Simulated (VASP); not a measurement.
**KBr: single point with r2SCAN**

KBr:

```
K Br
1.0
     3.97626    0.00000    0.00000
     0.00000    3.97626    0.00000
     0.00000    0.00000    3.97626
K Br
1 1
Cartesian
  0.0000 0.0000 0.0000
  1.9881 1.9881 1.9881
```

```json
{
 "Program": "VASP 6.6.1",
 "Task": "single point",
 "Functional": "r2SCAN",
 "Potentials or basis": "VASP PAW PBE potentials, release 64 (K_sv, Br)",
 "Cutoff": "520 eV",
 "k mesh": "6 × 6 × 6",
 "Occupations": "gaussian, width 0.01 eV",
 "Spin": "no spin polarisation"
}
```

The pressure is 0.0 GPa and the band gap on the k mesh is 4.77 eV, indirect (least direct gap 5.05 eV).

Levels at points of the mesh, in eV from the valence-band top:
```csv
k point,band 6,band 7,band 8,band 9,band 10,band 11
"(0.00, 0.00, 0.00)",-0.28,-0.28,-0.28,4.77,6.35,6.35
"(0.50, 0.00, 0.00)",-2.09,-0.26,-0.26,7.40,7.78,8.67
"(0.50, 0.50, 0.00)",-1.50,-1.50,0.00,5.84,7.27,8.79
"(0.50, 0.50, 0.50)",-1.56,-1.56,-1.56,8.15,8.15,8.15
```

Wall time 96 s on 1 thread of AMD EPYC 7R43 64-Core Processor (Zen 3), with other jobs on the host, peak memory 0.14 GiB.

Caveat: the PAW data sets were made with another functional, which shifts forces and pressure a little. A k mesh can miss the band edges.
